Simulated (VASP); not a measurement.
Input of a VASP 6.6.1 run:

INCAR

```
PREC = Accurate
ENCUT = 520
EDIFF = 1E-6
ISMEAR = 0
SIGMA = 0.15
LREAL = F
LASPH = T
NELM = 100
ALGO = Fast
ISIF = 2
LWAVE = F
LCHARG = F
GGA = PS
NBANDS = 10
```

The input KPOINTS:

```
Automatic mesh
0
Gamma
  24 24 14
```

The input POSCAR:

```
Al
1.0
    2.8500694993     -0.1068776063      0.0000000000
   -1.5175934717      2.5216713920      0.0000000000
    0.0000000000      0.0000000000      4.6373174459
Al
2
Direct
    0.6666666667      0.3333333333      0.7500000000
    0.3333333333      0.6666666667      0.2500000000
```

Potentials or basis: VASP PAW PBE potentials, release 64 (Al).

Run with:

```console
$ cat potpaw_PBE.64/Al/POTCAR > POTCAR
$ mpirun -np 1 vasp_std > vasp.out
```

**Question.** What does it give for the largest force?

**Answer.** 0.026 eV/Å.

**Question.** What does it give for the band gap on the k mesh?

**Answer.** Zero (bands 3 and 4 overlap by 8.02 eV).

**Question.** Estimate the pressure.

**Answer.** 0.5 GPa.

Forces in eV/Å, atoms in the order of the input:
```
Al  -0.026 -0.005  0.000
Al   0.026  0.005  0.000
```

Caveat: the cell differs from its parent crystal (strain -0.0750 x Voigt [0, 0, 0, 0, 0, 1]); the PAW data sets were made with another functional, which shifts forces and pressure a little.
